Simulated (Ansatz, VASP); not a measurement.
One calculation of Ru, two programs

```
Ru
1.0
     2.64165    0.00000    0.00000
    -1.32082    2.28773    0.00000
     0.00000    0.00000    4.15823
Ru
2
Direct
  0.33333 0.66667 0.25000
  0.66667 0.33333 0.75000
```

Alike in both runs: task single point; functional LDA; k mesh 22 × 22 × 12; occupations fermi-dirac, width 0.05 eV; collinear spin.

```csv
,VASP,Ansatz
version,VASP 6.6.1,Ansatz 0.2.0
potentials or method,"VASP PAW LDA potentials, release 64 (Ru_pv), cutoff 520 eV","plane waves (420 eV) with PAW, scalar-relativistic"
valence electrons in the cell,28,32
```

```csv
,VASP,Ansatz,Ansatz less VASP
pressure (GPa),17.7,16.5,-1.24
"traceless stress, the component that is largest in VASP (GPa)",1.82,1.73,-0.099
net moment per atom (μB),0.00,0.00,0.000
```

Ansatz warns that its potentials were made for another functional, while VASP's fit it. LDA's correlation is that of Perdew and Zunger in VASP and of Perdew and Wang (1992) in Ansatz. VASP's potentials hold 28 valence electrons a cell and Ansatz's 32, so a difference there can come from the potentials and not from the codes. Ansatz's warnings: seeded moment not kept.
